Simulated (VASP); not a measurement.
Wanted: the native input for a VASP 6.6.1 run.

- Task: single point
- Functional: LDA
- Potentials or basis: VASP PAW LDA potentials, release 64 (Ir)
- Cutoff: 520 eV
- k mesh: 24 × 24 × 24
- Occupations: fermi-dirac, width 0.1 eV
- Spin: no spin polarisation
- Dipole correction: no
- Further INCAR settings: ALGO = Normal; EDIFF = 1e-06; NBANDS = 10

The structure of Ir lies in POSCAR:

```
Ir
1.0
    0.0000000000      1.8997870058      1.8997870058
    1.8997870058      0.0000000000      1.8997870058
    1.8997870058      1.8997870058      0.0000000000
Ir
1
Direct
    0.0000000000      0.0000000000      0.0000000000
```

These files were run (other wordings do the same):

INCAR

```
SYSTEM = Ir
PREC     = Accurate       ! precision mode
ENCUT    = 520            ! plane-wave cutoff, eV
EDIFF    = 1E-6           ! SCF threshold, eV
ISMEAR   = -1             ! smearing method
SIGMA    = 0.1            ! smearing width, eV
LREAL    = .False.        ! projectors in reciprocal space
LASPH    = .True.         ! aspherical terms in the spheres
NELM     = 80             ! most SCF steps
ALGO     = Normal         ! electronic algorithm
ISIF     = 2              ! what is computed and relaxed
LWAVE    = .False.        ! write WAVECAR
LCHARG   = .False.        ! write CHGCAR
GGA      = CA             ! functional
NBANDS   = 10             ! bands
```

KPOINTS

```
Automatic mesh
0
Gamma
  24 24 24
  0 0 0
```

Potentials or basis: VASP PAW LDA potentials, release 64 (Ir).

Command:

```console
$ cat potpaw_LDA.64/Ir/POTCAR > POTCAR
$ mpirun -np 1 vasp_std > vasp.out
```

Results of the run:

- Pressure: 6.7 GPa
- Band gap on the k mesh: zero (an odd number of electrons rules out a gap without spin polarisation)

Caveat: the cell stands under pressure; spin-orbit coupling is left out, which moves the levels of the heavy elements.

Run time: 23 s on 1 thread of AMD EPYC 9R45 96-Core Processor (Zen 5), with other jobs on the host, peak memory 0.14 GiB.
